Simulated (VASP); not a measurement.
The system is InRu2.

```
CELL_PARAMETERS angstrom
0.00000 3.72781 3.72781
3.72781 0.00000 3.72781
3.72781 3.72781 0.00000
ATOMIC_POSITIONS crystal
In 0.00000 0.00000 0.00000
In 0.25000 0.25000 0.25000
Ru 0.62500 0.12500 0.62500
Ru 0.62500 0.62500 0.12500
Ru 0.12500 0.62500 0.62500
Ru 0.62500 0.62500 0.62500
```

```yaml
Program: VASP 6.6.1
Task: relaxation of cell and atoms
Functional: PBE
Potentials_or_basis: VASP PAW PBE potentials, release 64 (In_d, Ru_pv)
Cutoff: 600 eV
k_mesh: 4 × 4 × 4
Occupations: gaussian, width 0.1 eV
Spin: no spin polarisation
```

At the start: pressure -5.5 GPa; volume 17.27 Å³/atom.

Problem. How do energy, volume and symmetry change on relaxing?

Solution. Over 3 steps the energy falls by 9.8 meV/atom and the volume is 16.72 Å³/atom (-3.2 %); space group Fd-3m (No. 227, to 0.05 Å).

The path:
```csv
step,energy change (eV),largest force (eV/Å),pressure (GPa),volume (Å³)
1,0.0000,0.0000,-5.48,103.61
2,0.1141,0.0000,11.12,95.00
3,-0.0588,0.0000,-0.08,100.31
```

Final structure:
```xyz
6
Lattice="0.0000 3.6879 3.6879 3.6879 0.0000 3.6879 3.6879 3.6879 0.0000" Properties=species:S:1:pos:R:3 pbc="T T T"
In    0.0000    0.0000    0.0000
In    1.8439    1.8439    1.8439
Ru    2.7659    4.6098    2.7659
Ru    2.7659    2.7659    4.6098
Ru    4.6098    2.7659    2.7659
Ru    4.6098    4.6098    4.6098
```

Caveat: the k points lie up to 0.37 Å⁻¹ apart in the final cell.
